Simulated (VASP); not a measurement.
# Al (P6_3/mmc) in VASP: notebook

The runs below take Al through relaxation of cell and atoms, single point, with PBE.

All numbers are computed with VASP 6.6.1; they aren't measurements. Logs are shortened: lines on timing, memory, paths and dates and some standing lists are left out, and cuts for length are marked.

### 1 The cell of the first run

Symmetry: P6_3/mmc, No. 194, hexagonal system. The conventional cell has a = 2.863 Å, b = 2.863 Å, c = 4.676 Å, α = 90.00°, β = 90.00°, γ = 120.00°. Within 3.8 Å of Al (site symmetry -6m2) lie 12 Al at 2.86 Å.

### 2 Relaxation of cell and atoms, PBE

The input, INCAR:

```
ALGO = Normal
EDIFF = 1E-7
EDIFFG = -0.01
ENCUT = 600
GGA = PE
IBRION = 2
ISIF = 3
ISMEAR = -1
LASPH = T
LCHARG = F
LREAL = F
LWAVE = F
NELM = 80
NSW = 80
PREC = Accurate
SIGMA = 0.1
```

The input, KPOINTS:

```
k-points
0
Gamma
  13 13 7
```

The input, POSCAR:

```
Al
1.0
    2.8634814820      0.0000000000      0.0000000000
   -1.4317407410      2.4798477067      0.0000000000
    0.0000000000      0.0000000000      4.6760652602
Al
2
Direct
    0.3333333333      0.6666666667      0.2500000000
    0.6666666667      0.3333333333      0.7500000000
```

Potentials or basis: VASP PAW PBE potentials, release 64 (Al).

The run is started by

```
> cat potpaw_PBE.64/Al/POTCAR > POTCAR
> mpirun -np 1 vasp_std > vasp.out
```

OUTCAR:

```text
EDIFF = 1E-7
   EDIFFG = -0.01
   ENCUT = 600
   GGA = PE
   IBRION = 2
   ISIF = 3
   ISMEAR = -1
   LASPH = T
   LREAL = F
   NELM = 80
   NSW = 80
   PREC = Accurate

 ion  position               nearest neighbor table
   1  0.333  0.667  0.250-   2 2.86   2 2.86   2 2.86   2 2.86   2 2.86   2 2.86
   2  0.667  0.333  0.750-   1 2.86   1 2.86   1 2.86   1 2.86   1 2.86   1 2.86

  LATTYP: Found a hexagonal cell.
 ALAT       =     2.8634814820
 C/A-ratio  =     1.6330000000

  Lattice vectors:

 A1 = (   2.8634814820,   0.0000000000,   0.0000000000)
 A2 = (  -1.4317407410,   2.4798477067,   0.0000000000)
 A3 = (   0.0000000000,   0.0000000000,   4.6760652602)

Analysis of symmetry for initial positions (statically):
=====================================================================
 Subroutine PRICEL returns:
 Original cell was already a primitive cell.

 Routine SETGRP: Setting up the symmetry group for a
 hexagonal supercell.

 Subroutine GETGRP returns: Found 24 space group operations
 (whereof 12 operations were pure point group operations)
 out of a pool of 24 trial point group operations.

The static configuration has the point symmetry D_3d.
 The point group associated with its full space group is D_6h.

Analysis of symmetry for dynamics (positions and initial velocities):
=====================================================================
 Subroutine PRICEL returns:
 Original cell was already a primitive cell.

 Routine SETGRP: Setting up the symmetry group for a
 hexagonal supercell.

 Subroutine GETGRP returns: Found 24 space group operations
 (whereof 12 operations were pure point group operations)
 out of a pool of 24 trial point group operations.

The dynamic configuration has the point symmetry D_3d.
 The point group associated with its full space group is D_6h.

 Subroutine INISYM returns: Found 24 space group operations
 (whereof 12 operations are pure point group operations),
 and found     1 'primitive' translations

----------------------------------------------------------------------------------------

                                     Primitive cell

  volume of cell :      33.2047

  direct lattice vectors                    reciprocal lattice vectors
     2.863481482  0.000000000  0.000000000     0.349225237  0.201625285  0.000000000
    -1.431740741  2.479847707  0.000000000     0.000000000  0.403250569  0.000000000
     0.000000000  0.000000000  4.676065260     0.000000000  0.000000000  0.213855014
[... 99 lines left out ...]
   ISMEAR =    -1;   SIGMA  =   0.10  broadening in eV -4-tet -1-fermi 0-gaus
   EFERMI_NEDOS =   21; number of points for ismear=-14 and -15
   IALGO  =     38    algorithm
   IMIX   =      4    mixing-type and parameters
     AMIX     =   0.40;   BMIX     =  1.00
     AMIX_MAG =   1.60;   BMIX_MAG =  1.00
  volume/ion in A,a.u.               =      16.60       112.04
  Fermi-wavevector in a.u.,A,eV,Ry     =   0.925533  1.749004 11.654906  0.856611
  Thomas-Fermi vector in A             =   2.051398
   LORBIT       =      0    0 simple, 1 ext, 2 COOP (PROOUT), +10 PAW based schemes
   GGA     = PE    functional components
   LHFCALC =     F    Hartree Fock is set to
   AEXX    =    0.0000 exact exchange contribution
   IVDW    =     0    specifies the selected vdW correction
   LEPSILON=     F    determine dielectric tensor
   LRPA    =     F    only Hartree local field effects (RPA)
 conjugate gradient relaxation of ions
 non-spin polarized calculation
  energy-cutoff  :      600.00
  volume of cell :       33.20
 maximum number of plane-waves:      1119
 NGX is ok and might be reduce to    24
   NGX = 11   NGY = 11   NGZ = 19

--------------------------------------- Ionic step        1  -------------------------------------------

 number of electron       6.0000000 magnetization

 Free energy of the ion-electron system (eV)
  ---------------------------------------------------
  ext. energy  EPLUGINS =         0.00000000
  ---------------------------------------------------
  free energy    TOTEN  =        -7.44340185 eV

  energy without entropy =       -7.41888311  energy(sigma->0) =       -7.43114248

------------------------ aborting loop because EDIFF is reached ----------------------------------------

  FORCE on cell =-STRESS in cart. coord.  units (eV):
  Direction    XX          YY          ZZ          XY          YZ          ZX
  --------------------------------------------------------------------------------------
  -------------------------------------------------------------------------------------
  Total        0.0272545      0.0272545     -0.0154011      0.0000000      0.0000000      0.0000000
  in kB        1.3150718      1.3150718     -0.7431281      0.0000000      0.0000000      0.0000000
  external PRESSURE =       0.6290052 kB  Pullay stress =       0.0000000 kB
[... 167 lines left out ...]
--------------------------------------- Ionic step        6  -------------------------------------------

 number of electron       6.0000000 magnetization

 Free energy of the ion-electron system (eV)
  ---------------------------------------------------
  ext. energy  EPLUGINS =         0.00000000
  ---------------------------------------------------
  free energy    TOTEN  =        -7.44361067 eV

  energy without entropy =       -7.41905183  energy(sigma->0) =       -7.43133125

 E-fermi :   7.9245     XC(G=0): -10.1713

 val. band max:        7.9111153801   @ k =   0.0769   0.0000   0.2857
 cond. band min:       7.9792967837   @ k =   0.3846   0.0769   0.0000
 fundamental gap:      0.0681814036
 Fermi energy:         7.9244752170

 k-point     1 :       0.0000    0.0000    0.0000
  band No.  band energies     occupation
      1      -3.1633      2.00000
      2       3.4165      2.00000
      3       3.6794      2.00000
      4      18.2547      0.00000
      5      18.2547      0.00000
      6      18.7297      0.00000
      7      18.7297      0.00000
[... 221 lines left out ...]
 k-point    24 :       0.1538    0.0000    0.1429
  band No.  band energies     occupation
      1      -2.4598      2.00000
      2       2.3350      2.00000
      3       6.0767      2.00000
      4      13.2927      0.00000
      5      15.9211      0.00000
      6      17.0639      0.00000
      7      17.8738      0.00000

 [... further k-points ...]

------------------------ aborting loop because EDIFF is reached ----------------------------------------

  FORCE on cell =-STRESS in cart. coord.  units (eV):
  Direction    XX          YY          ZZ          XY          YZ          ZX
  --------------------------------------------------------------------------------------
  -------------------------------------------------------------------------------------
  Total       -0.0034140     -0.0034140     -0.0193904     -0.0000000      0.0000000      0.0000000
  in kB       -0.1645170     -0.1645170     -0.9344030     -0.0000000      0.0000000      0.0000000
  external PRESSURE =      -0.4211457 kB  Pullay stress =       0.0000000 kB
[... 17 lines left out ...]
  FREE ENERGIE OF THE ION-ELECTRON SYSTEM (eV)
  ---------------------------------------------------
  free  energy   TOTEN  =        -7.4436106697 eV

  energy  without entropy=       -7.4190518266  energy(sigma->0) =       -7.43133125

 reached required accuracy - stopping structural energy minimisation
```

OSZICAR:

```text
N       E                     dE             d eps       ncg     rms          rms(c)
DAV:   1     0.811190163613E+00    0.81119E+00   -0.25783E+03  1176   0.759E+02
DAV:   2    -0.736871558946E+01   -0.81799E+01   -0.77903E+01  1589   0.540E+01
[... 34 lines left out ...]
   5 F= -.74435303E+01 E0= -.74312259E+01  d E =-.764372E-04
       N       E                     dE             d eps       ncg     rms          rms(c)
DAV:   1    -0.744367089652E+01   -0.14062E-03   -0.56716E-03  1652   0.410E-01    0.415E-02
DAV:   2    -0.744363140317E+01    0.39493E-04   -0.46486E-05  1358   0.546E-02    0.242E-02
DAV:   3    -0.744361058855E+01    0.20815E-04   -0.38795E-05  1442   0.305E-02    0.125E-03
DAV:   4    -0.744361066975E+01   -0.81197E-07   -0.75853E-07  1358   0.726E-03
   6 F= -.74436107E+01 E0= -.74313312E+01  d E =-.156804E-03
```

It used 33 s of CPU time on 1 thread of Intel Xeon 6975P-C (shared host).

What came out:

- Free energy: -7.4436 eV
- Relaxed volume: 16.62 Å³/atom
- Relaxed cell: a = 2.875 Å, b = 2.875 Å, c = 4.645 Å, α = 90.00°, β = 90.00°, γ = 120.00°
- Space group after relaxing (to 0.05 Å): P6_3/mmc (No. 194)
- Energy gained by relaxing: 0.1 meV/atom
- Ionic steps: 6
- Pressure after relaxing: 0.0 GPa
- Band gap on the k mesh: zero (band 3 reaches 11.31 eV, above the bottom of band 4 at 5.14 eV)

The path:
```csv
step,energy change (eV),largest force (eV/Å),pressure (GPa),volume (Å³)
1,0.0000,0.0000,0.06,33.20
2,0.0000,0.0000,-0.01,33.24
3,-0.0001,0.0000,-0.12,33.28
4,-0.0001,0.0000,-0.11,33.28
5,-0.0001,0.0000,-0.09,33.27
6,-0.0002,0.0000,-0.04,33.25
```

Final structure:
```cif
data_structure
_symmetry_space_group_name_H-M 'P 1'
_symmetry_Int_Tables_number 1
_cell_length_a 2.8748
_cell_length_b 2.8748
_cell_length_c 4.6454
_cell_angle_alpha 90.000
_cell_angle_beta 90.000
_cell_angle_gamma 120.000
_cell_volume 33.25
loop_
_atom_site_label
_atom_site_type_symbol
_atom_site_fract_x
_atom_site_fract_y
_atom_site_fract_z
_atom_site_occupancy
Al1 Al 0.33333 0.66667 0.25000 1
Al2 Al 0.66667 0.33333 0.75000 1
```

### 3 Single point, PBE

The input, INCAR:

```
SYSTEM = Al
ALGO = Normal
EDIFF = 1E-6
ENCUT = 520
GGA = PE
ISIF = 2
ISMEAR = -1
LASPH = .True.
LCHARG = .False.
LREAL = .False.
LWAVE = .False.
NBANDS = 10
NELM = 100
PREC = Accurate
SIGMA = 0.1
```

The input, KPOINTS:

```
k-points
0
Gamma
  21 21 11
  0 0 0
```

The input, POSCAR:

```
Al
1.0
    2.8776024038      0.0000000000      0.0000000000
   -1.4388012019      2.4920767837      0.0000000000
    0.0000000000      0.0000000000      4.6361294923
Al
2
Direct
    0.3333333333      0.6666666667      0.2500000000
    0.6666666667      0.3333333333      0.7500000000
```

Potentials or basis: VASP PAW PBE potentials, release 64 (Al).

The run is started by

```
> cat potpaw_PBE.64/Al/POTCAR > POTCAR
> mpirun -np 1 vasp_std > vasp.out
```

It used 38 s of CPU time on 1 thread of Intel Xeon 6975P-C, with other jobs on the host.

It converged, with:

| Item | Value |
| --- | --- |
| Free energy | -7.4372 eV |
| Pressure | 0.1 GPa |
| Band gap on the k mesh | zero (band 3 reaches 11.71 eV, above the bottom of band 4 at 4.91 eV) |

Stress tensor (GPa, compression positive):
```
-0.44  0.00  0.00
 0.00 -0.44  0.00
 0.00  0.00  1.17
```

Levels at points of the mesh, in eV from the Fermi level:
```csv
k point,band 1,band 2,band 3,band 4,band 5,band 6,band 7
"(0.00, 0.00, 0.00)",-11.09,-4.49,-4.21,10.28,10.28,10.77,10.77
```
